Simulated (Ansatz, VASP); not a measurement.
# Na: VASP beside Ansatz

```
CELL_PARAMETERS angstrom
14.00000 0.00000 0.00000
0.00000 14.40000 0.00000
0.00000 0.00000 14.80000
ATOMIC_POSITIONS crystal
Na 0.50000 0.50000 0.50000
```

Alike in both runs: task single point; functional r2SCAN; k mesh 1 × 1 × 1; occupations fermi-dirac, width 0.01 eV; collinear spin.

|  | VASP | Ansatz |
| --- | --- | --- |
| version | VASP 6.6.1 | Ansatz 0.2.0 |
| potentials or method | VASP PAW PBE potentials, release 64 (Na_pv), cutoff 520 eV | plane waves (500 eV) with PAW, scalar-relativistic |
| valence electrons in the cell | 7 | 9 |

VASP gave:

```
gap on the k mesh at the Fermi level (eV)                     : 1.34
net moment per atom (μB)                                      : 1.00
size of the moment on the site where the two differ most (μB) : 0.11
```

Q: What did Ansatz give for the same quantities?

A: gap on the k mesh at the Fermi level (eV): 1.28; net moment per atom (μB): 1.00; size of the moment on the site where the two differ most (μB): 1.00.

VASP's potentials were made for PBE, not for r2SCAN. Site moments also hang on the region over which each program counts them. VASP's potentials hold 7 valence electrons a cell and Ansatz's 9, so a difference there can come from the potentials and not from the codes. Ansatz's warnings: stability check not made.
